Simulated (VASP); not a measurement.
A run of VASP 6.6.1 is set up as follows.

Contents of INCAR:

```
PREC = Accurate ; ENCUT = 520
EDIFF = 1E-7 ; ISMEAR = 0
SIGMA = 0.1 ; LREAL = F
LASPH = T ; NELM = 80
ALGO = Normal ; ISIF = 2
LWAVE = F ; LCHARG = F
GGA = PE ; NBANDS = 18
```

Contents of KPOINTS:

```
regular mesh
0
Gamma
  6 6 4
```

The input POSCAR:

```
LiCl
1.0
    3.9336611182      0.0000000000      0.0000000000
   -1.9668305591      3.4066504583      0.0000000000
    0.0000000000      0.0000000000      6.2374193141
Li Cl
2 2
Direct
    0.3333333333      0.6666666667      0.8165986353
    0.6666666667      0.3333333333      0.3165986353
    0.6666666667      0.3333333333      0.9334482335
    0.3333333333      0.6666666667      0.4334482335
```

Potentials or basis: VASP PAW PBE potentials, release 64 (Li_sv, Cl).

Command:

```bash
$ cat potpaw_PBE.64/Li_sv/POTCAR potpaw_PBE.64/Cl/POTCAR > POTCAR
$ mpirun -np 1 vasp_std > vasp.out
```

Problem. Predict the band gap on the k mesh.

Solution. 5.93 eV.

Forces on the atoms (eV/Å):
```
Li   0.000  0.000 -0.002
Li   0.000  0.000 -0.002
Cl   0.000  0.000  0.002
Cl   0.000  0.000  0.002
```

 A k mesh can miss the band edges.
